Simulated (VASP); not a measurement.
# LiH (I4/mmm) in VASP: settings compared

The runs below take LiH through single point, with PBE, r2SCAN, HSE06.

Program: VASP 6.6.1. These are calculated values, not measurements. Logs are shortened: lines on timing, memory, paths and dates and some standing lists are left out, and cuts for length are marked.

### 1 The cell of the first run

It takes space group I4/mmm (No. 139, tetragonal). The conventional cell has a = 2.973 Å, b = 2.973 Å, c = 3.997 Å, α = 90.00°, β = 90.00°, γ = 90.00°. Li (site symmetry 4/mmm) has 6 H at 2.00 to 2.10 Å within 2.6 Å. H (site symmetry 4/mmm) has 6 Li at 2.00 to 2.10 Å within 2.6 Å.

### 2 Single point, PBE (biaxial xy strain +5.2%)

INCAR reads:

```
  PREC = Accurate
  ENCUT = 520
  EDIFF = 1E-6
  ISMEAR = -1
  SIGMA = 0.02
  LREAL = False
  LASPH = True
  NELM = 80
  ALGO = Normal
  ISIF = 2
  LWAVE = False
  LCHARG = True
  GGA = PE
  LELF = True
  LVHAR = True
  NBANDS = 9
```

KPOINTS reads:

```
regular mesh
0
Gamma
  10 10 10
```

POSCAR reads:

```
LiH
1.0
    0.0000000000      2.1021934254      1.9984726927
    2.1021934254      0.0000000000      1.9984726927
    2.1021934254      2.1021934254      0.0000000000
Li H
1 1
Direct
    0.0000000000      0.0000000000      0.0000000000
    0.5000000000      0.5000000000      0.5000000000
```

Potentials or basis: VASP PAW PBE potentials, release 64 (Li_sv, H).

The run is started by

```bash
cat potpaw_PBE.64/Li_sv/POTCAR potpaw_PBE.64/H/POTCAR > POTCAR
mpirun -np 1 vasp_std > vasp.out
```

OUTCAR:

```text
PREC = Accurate
   ENCUT = 520
   EDIFF = 1E-6
   ISMEAR = -1
   LREAL = False
   LASPH = True
   NELM = 80
   ISIF = 2
   GGA = PE

 ion  position               nearest neighbor table
   1  0.000  0.000  0.000-
   2  0.500  0.500  0.500-

  LATTYP: Found a body centered tetragonal cell.
 ALAT       =     2.9729504529
 C/A-ratio  =     1.3444372682

  Lattice vectors:

 A1 = (   0.0000000000,  -2.1021934254,  -1.9984726927)
 A2 = (   0.0000000000,   2.1021934254,  -1.9984726927)
 A3 = (   2.1021934254,   0.0000000000,   1.9984726927)

Analysis of symmetry for initial positions (statically):
=====================================================================
 Subroutine PRICEL returns:
 Original cell was already a primitive cell.

 Routine SETGRP: Setting up the symmetry group for a
 body centered tetragonal supercell.

 Subroutine GETGRP returns: Found 16 space group operations
 (whereof 16 operations were pure point group operations)
 out of a pool of 16 trial point group operations.

The static configuration has the point symmetry D_4h.

Analysis of symmetry for dynamics (positions and initial velocities):
=====================================================================
 Subroutine PRICEL returns:
 Original cell was already a primitive cell.

 Routine SETGRP: Setting up the symmetry group for a
 body centered tetragonal supercell.

 Subroutine GETGRP returns: Found 16 space group operations
 (whereof 16 operations were pure point group operations)
 out of a pool of 16 trial point group operations.

The dynamic configuration has the point symmetry D_4h.

 Subroutine INISYM returns: Found 16 space group operations
 (whereof 16 operations are pure point group operations),
 and found     1 'primitive' translations

----------------------------------------------------------------------------------------

                                     Primitive cell

  volume of cell :      17.6634

  direct lattice vectors                    reciprocal lattice vectors
     0.000000000  2.102193425  1.998472693    -0.237846810  0.237846810  0.250191059
     2.102193425  0.000000000  1.998472693     0.237846810 -0.237846810  0.250191059
     2.102193425  2.102193425  0.000000000     0.237846810  0.237846810 -0.250191059

  length of vectors
     2.900536209  2.900536209  2.972950453     0.419210897  0.419210897  0.419210897

  position of ions in fractional coordinates (direct lattice)
     0.000000000  0.000000000  0.000000000
     0.500000000  0.500000000  0.500000000

  ion indices of the primitive-cell ions
   primitive index   ion index
                 1           1
[... 70 lines left out ...]
   LASPH  =      T    aspherical Exc in radial PAW
   ENCUT  =  520.0 eV  38.22 Ry    6.18 a.u.   5.39  5.39  5.53*2*pi/ulx,y,z
   NELM   =     80;   NELMIN=  2; NELMDL= -5     # of ELM steps
   EDIFF  = 0.1E-05   stopping-criterion for ELM
   LREAL  =      F    real-space projection
   EDIFFG = 0.1E-04   stopping-criterion for IOM
   NSW    =      0    number of steps for IOM
   IBRION =     -1    ionic relax: 0-MD 1-quasi-New 2-CG
   NFREE  =      0    steps in history (QN), initial steepest desc. (CG)
   ISIF   =      2    stress and relaxation
   ISYM   =      2    0-nonsym 1-usesym 2-fastsym
   POTIM  = 0.5000    time-step for ionic-motion
   TEBEG  =    0.0;   TEEND  =   0.0 temperature during run
   PSTRESS=    0.0 pullay stress
   NELECT =       4.0000    total number of electrons
   NUPDOWN=      -1.0000    fix difference up-down
   EMIN   =  10.00;   EMAX   =-10.00  energy-range for DOS
   EFERMI =   0.00;   METHOD = LEGACY
   ISMEAR =    -1;   SIGMA  =   0.02  broadening in eV -4-tet -1-fermi 0-gaus
   EFERMI_NEDOS =   21; number of points for ismear=-14 and -15
   IALGO  =     38    algorithm
   IMIX   =      4    mixing-type and parameters
     AMIX     =   0.40;   BMIX     =  1.00
     AMIX_MAG =   1.60;   BMIX_MAG =  1.00
  volume/ion in A,a.u.               =       8.83        59.60
  Fermi-wavevector in a.u.,A,eV,Ry     =   0.997862  1.885685 13.547699  0.995728
  Thomas-Fermi vector in A             =   2.130046
   LORBIT       =      0    0 simple, 1 ext, 2 COOP (PROOUT), +10 PAW based schemes
   GGA     = PE    functional components
[... 5 lines left out ...]
 non-spin polarized calculation
  energy-cutoff  :      520.00
  volume of cell :       17.66
 maximum number of plane-waves:       499
 NGX is ok and might be reduce to    24
   NGX = 11   NGY = 11   NGZ = 11

 number of electron       4.0000006 magnetization

 Free energy of the ion-electron system (eV)
  ---------------------------------------------------
  ext. energy  EPLUGINS =         0.00000000
  ---------------------------------------------------
  free energy    TOTEN  =        -6.10708090 eV

  energy without entropy =       -6.10708090  energy(sigma->0) =       -6.10708090

 E-fermi :   0.2826     XC(G=0):  -8.2153

 val. band max:       -0.0817055283   @ k =   0.5000   0.5000   0.0000
 cond. band min:       2.5125510633   @ k =   0.5000   0.0000   0.5000
 fundamental gap:      2.5942565915
 Fermi energy:         0.2825750906

 k-point     1 :       0.0000    0.0000    0.0000
  band No.  band energies     occupation
      1     -44.7104      2.00000
      2      -5.4055      2.00000
      3      14.5618      0.00000
      4      16.3875      0.00000
      5      16.8075      0.00000
      6      16.8076      0.00000
      7      21.1419      0.00000
      8      21.1419      0.00000
      9      21.4118      0.00000
[... 265 lines left out ...]
 k-point    24 :       0.4000    0.3000    0.0000
  band No.  band energies     occupation
      1     -44.6731      2.00000
      2      -2.3080      2.00000
      3       6.5614      0.00000
      4       9.4649      0.00000
      5      10.5298      0.00000
      6      14.7476      0.00000
      7      15.8919      0.00000
      8      27.4900      0.00000
      9      27.6949      0.00000

 [... further k-points ...]
[... 5 lines left out ...]
  --------------------------------------------------------------------------------------
  -------------------------------------------------------------------------------------
  Total       -0.4215090     -0.4215090     -0.1379311      0.0000000     -0.0000000      0.0000000
  in kB      -38.2334834    -38.2334834    -12.5112089      0.0000000     -0.0000000      0.0000000
  external PRESSURE =     -29.6593919 kB  Pullay stress =       0.0000000 kB

 VOLUME and BASIS-vectors are now :
 -----------------------------------------------------------------------------
  energy-cutoff  :      520.00
  volume of cell :       17.66
      direct lattice vectors                 reciprocal lattice vectors
     0.000000000  2.102193425  1.998472693    -0.237846810  0.237846810  0.250191059
     2.102193425  0.000000000  1.998472693     0.237846810 -0.237846810  0.250191059
     2.102193425  2.102193425  0.000000000     0.237846810  0.237846810 -0.250191059

 POSITION                                       TOTAL-FORCE (eV/Angst)
 -----------------------------------------------------------------------------------
      0.00000      0.00000      0.00000         0.000000     -0.000000      0.000000
      2.10219      2.10219      1.99847        -0.000000      0.000000      0.000000
 -----------------------------------------------------------------------------------
    total drift:                                0.000000     -0.000000     -0.000000

  FREE ENERGIE OF THE ION-ELECTRON SYSTEM (eV)
  ---------------------------------------------------
  free  energy   TOTEN  =        -6.1070809008 eV

  energy  without entropy=       -6.1070809008  energy(sigma->0) =       -6.10708090
```

OSZICAR:

```text
N       E                     dE             d eps       ncg     rms          rms(c)
DAV:   1    -0.123054584912E+01   -0.12305E+01   -0.14735E+03  1844   0.407E+02
DAV:   2    -0.626905262768E+01   -0.50385E+01   -0.47868E+01  2546   0.560E+01
DAV:   3    -0.634686252581E+01   -0.77810E-01   -0.77779E-01  2313   0.588E+00
DAV:   4    -0.634733905528E+01   -0.47653E-03   -0.47648E-03  2488   0.383E-01
DAV:   5    -0.634734398518E+01   -0.49299E-05   -0.49299E-05  2304   0.238E-02    0.284E+00
DAV:   6    -0.616394313240E+01    0.18340E+00   -0.15892E-01  2065   0.120E+00    0.141E+00
DAV:   7    -0.610512196411E+01    0.58821E-01   -0.19522E-01  2186   0.152E+00    0.222E-01
DAV:   8    -0.610715870645E+01   -0.20367E-02   -0.50706E-03  2203   0.446E-01    0.434E-02
DAV:   9    -0.610708576846E+01    0.72938E-04   -0.16768E-04  2382   0.468E-02    0.848E-03
DAV:  10    -0.610708282700E+01    0.29415E-05   -0.75027E-06  2109   0.191E-02    0.274E-03
DAV:  11    -0.610708181467E+01    0.10123E-05   -0.23630E-07  1481   0.267E-03    0.688E-04
DAV:  12    -0.610708090079E+01    0.91388E-06   -0.14683E-08  1051   0.901E-04
   1 F= -.61070809E+01 E0= -.61070809E+01  d E =-.974129E-11
```

Run time: 34 s. Hardware: 1 thread of AMD EPYC 7R13, shared host; peak memory 0.11 GiB.

Results:

- Free energy: -6.1071 eV
- Band gap on the k mesh: 2.59 eV, indirect (least direct gap 2.96 eV)

Caveat: the cell differs from its parent crystal (biaxial xy strain +5.2%); the cutoff is under 1.25 times the usual one of these potentials, so pressure, stress and relaxed cells hold a basis-set (Pulay) error.

### 3 Single point, r2SCAN (biaxial xy strain +5.2%)

POSCAR is that of step 2.

INCAR.step1 reads:

```
SYSTEM = LiH
  PREC = Accurate
  ENCUT = 520
  ISMEAR = 0
  SIGMA = 0.01
  LREAL = .FALSE.
  LASPH = .TRUE.
  NELM = 100
  NBANDS = 9
  GGA = PE
  ALGO = Normal
  EDIFF = 1E-4
  LWAVE = .TRUE.
  LCHARG = .FALSE.
```

INCAR.step2 reads:

```
SYSTEM = LiH
  PREC = Accurate
  ENCUT = 520
  EDIFF = 1E-6
  ISMEAR = 0
  SIGMA = 0.01
  LREAL = .FALSE.
  LASPH = .TRUE.
  NELM = 100
  ALGO = Normal
  ISIF = 2
  LWAVE = .FALSE.
  LCHARG = .TRUE.
  METAGGA = R2SCAN
  LMIXTAU = .TRUE.
  LELF = .TRUE.
  LVHAR = .TRUE.
  NBANDS = 9
  ISTART = 1
```

KPOINTS reads:

```
regular mesh
0
G
  10 10 10
  0 0 0
```

Potentials or basis: VASP PAW PBE potentials, release 64 (Li_sv, H).

The run is started by

```bash
cat potpaw_PBE.64/Li_sv/POTCAR potpaw_PBE.64/H/POTCAR > POTCAR
cp INCAR.step1 INCAR
mpirun -np 1 vasp_std > vasp.out
cp INCAR.step2 INCAR
mpirun -np 1 vasp_std > vasp.out
```

Wall time 2.4 min (1 thread of AMD EPYC 7R13, shared host); peak memory 0.11 GiB.

It converged, with:

```
Free energy            : -6.7955 eV
Band gap on the k mesh : 3.18 eV, indirect (least direct gap 3.54 eV)
```

Levels at points of the mesh, in eV from the valence-band top:
```
           k point  band 1  band 2  band 3  band 4  band 5  band 6
(0.00, 0.00, 0.00)  -46.06   -5.34   16.10   17.86   18.35   18.35
(0.50, 0.00, 0.00)  -46.02   -2.62    5.20   13.76   16.53   17.70
(0.50, 0.50, 0.00)  -46.01    0.00    3.86   10.49   10.49   13.73
(0.50, 0.00, 0.50)  -46.02   -0.36    3.18   11.10   11.54   14.51
```

Caveat: the cell differs from its parent crystal (biaxial xy strain +5.2%); the cutoff is under 1.25 times the usual one of these potentials, so pressure, stress and relaxed cells hold a basis-set (Pulay) error; the PAW data sets were made with another functional, which shifts forces and pressure a little.

### 4 Single point, HSE06 (biaxial xy strain +5.2%)

POSCAR is that of step 3.

INCAR.step1 reads:

```
SYSTEM = LiH
PREC = Accurate ; ENCUT = 520
EDIFF = 1E-5 ; ISMEAR = 0
SIGMA = 0.01 ; LREAL = .False.
LASPH = .True. ; NELM = 60
ALGO = Normal ; ISIF = 2
LWAVE = .True. ; LCHARG = .False.
NBANDS = 9 ; GGA = PE
```

INCAR.step2 reads:

```
SYSTEM = LiH
PREC = Accurate ; ENCUT = 520
EDIFF = 1E-6 ; ISMEAR = 0
SIGMA = 0.01 ; LREAL = .False.
LASPH = .True. ; NELM = 60
ALGO = Normal ; ISIF = 2
LWAVE = .False. ; LCHARG = .False.
GGA = PE ; LHFCALC = .True.
HFSCREEN = 0.2079 ; PRECFOCK = Normal
NBANDS = 9 ; ISTART = 1
```

KPOINTS reads:

```
Automatic mesh
0
Gamma
  8 8 8
  0 0 0
```

The run is started by

```bash
cat potpaw_PBE.64/Li_sv/POTCAR potpaw_PBE.64/H/POTCAR > POTCAR
cp INCAR.step1 INCAR
mpirun -np 1 vasp_std > vasp.out
cp INCAR.step2 INCAR
mpirun -np 1 vasp_std > vasp.out
```

It took 17 min on 1 thread of AMD EPYC 7R13, shared host; peak memory 0.22 GiB.

The run converged. Its results:

```yaml
Free_energy: -6.7619 eV
Band_gap_on_the_k_mesh: 3.54 eV, indirect (least direct gap 3.94 eV)
```

Levels at points of the mesh, in eV from the valence-band top:
| k point | band 1 | band 2 | band 3 | band 4 | band 5 |
| --- | --- | --- | --- | --- | --- |
| (0.00, 0.00, 0.00) | -47.65 | -5.95 | 16.40 | 18.00 | 18.40 |
| (0.50, 0.00, 0.00) | -47.62 | -2.86 | 5.47 | 14.04 | 16.44 |
| (0.50, 0.50, 0.00) | -47.60 | 0.00 | 4.22 | 10.92 | 10.92 |
| (0.50, 0.00, 0.50) | -47.61 | -0.40 | 3.54 | 11.51 | 11.93 |

Caveat: the cell differs from its parent crystal (biaxial xy strain +5.2%); the cutoff is under 1.25 times the usual one of these potentials, so pressure, stress and relaxed cells hold a basis-set (Pulay) error; the PAW data sets were made with another functional, which shifts forces and pressure a little.

### 5 The runs side by side

| level | k mesh | smearing | grid for exact exchange (PRECFOCK) | screening parameter | gap on the mesh (eV) |
| --- | --- | --- | --- | --- | --- |
| PBE | 10 × 10 × 10 | fermi-dirac 0.02 eV | - | - | 2.59 |
| r2SCAN | 10 × 10 × 10 | gaussian 0.01 eV | - | - | 3.18 |
| HSE06 | 8 × 8 × 8 | gaussian 0.01 eV | Normal | 0.2079 1/Å | 3.54 |

Alike in all rows: task single point; potentials or basis VASP PAW PBE potentials, release 64 (Li_sv, H); no spin polarisation; cell as given; cutoff (eV) 520.

Caveats: the cutoff is under 1.25 times the usual one of these potentials, so pressure, stress and relaxed cells hold a basis-set (Pulay) error; the PAW data sets were made with another functional, which shifts forces and pressure a little (some runs).

Total energies depend on the potentials used, so only differences within one code and one set of settings carry meaning.
